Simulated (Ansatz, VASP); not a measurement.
# Rh: VASP beside Ansatz

POSCAR

```
Rh
1.0
    0.0000000000      1.9008071574      1.9008071574
    1.9008071574      0.0000000000      1.9008071574
    1.9008071574      1.9008071574      0.0000000000
Rh
1
Direct
    0.0000000000      0.0000000000      0.0000000000
```

The input INCAR.step1:

```
SYSTEM = Rh
PREC = Accurate
ENCUT = 520
ISMEAR = -1
SIGMA = 0.3
LREAL = .False.
LASPH = .True.
NELM = 80
NBANDS = 14
GGA = PE
ALGO = Normal
EDIFF = 1E-4
LWAVE = .True.
LCHARG = .False.
```

The input INCAR.step2:

```
SYSTEM = Rh
PREC = Accurate
ENCUT = 520
EDIFF = 1E-7
ISMEAR = -1
SIGMA = 0.3
LREAL = .False.
LASPH = .True.
NELM = 80
ALGO = Normal
ISIF = 2
LWAVE = .False.
LCHARG = .True.
METAGGA = R2SCAN
LMIXTAU = .True.
LELF = .True.
LVHAR = .True.
NBANDS = 14
ISTART = 1
```

File KPOINTS:

```
regular mesh
0
Gamma
  14 14 14
  0 0 0
```

Input for Ansatz:

```yaml
crystal:
  lattice:
    - [0.0, 1.9008071574, 1.9008071574]
    - [1.9008071574, 0.0, 1.9008071574]
    - [1.9008071574, 1.9008071574, 0.0]
  atoms:
    - { symbol: Rh, position: [0.0, 0.0, 0.0] }
hamiltonian:
  xc: r2scan
  pseudopotentials:
    kind: paw
    azcp:
      Rh: "pseudopotentials/Rh.paw.azcp"
basis:
  ecutwfc: 500
  fft_grid_basis: typed
kpoints:
  mp_grid: { grid: [14, 14, 14], shift: [0, 0, 0] }
magnetization:
  spin_polarized: false
scf:
  occupations: { method: fermi_dirac, width: 0.3 }
  lower_state_search: "off"
output:
  stress: true
```

Alike in both runs: task single point; functional r2SCAN; k mesh 14 × 14 × 14; occupations fermi-dirac, width 0.3 eV; no spin polarisation.

```csv
,VASP,Ansatz
version,VASP 6.6.1,Ansatz 0.2.0
potentials or method,"VASP PAW PBE potentials, release 64 (Rh_pv), cutoff 520 eV","plane waves (500 eV) with PAW, scalar-relativistic"
valence electrons in the cell,15,17
```

```csv
,VASP,Ansatz,Ansatz less VASP
pressure (GPa),4.5,3.3,-1.23
```

VASP's potentials were made for PBE, not for r2SCAN. With one functional, cell and mesh, what is left measures potentials, basis and numerics. VASP's potentials hold 15 valence electrons a cell and Ansatz's 17, so a difference there can come from the potentials and not from the codes.
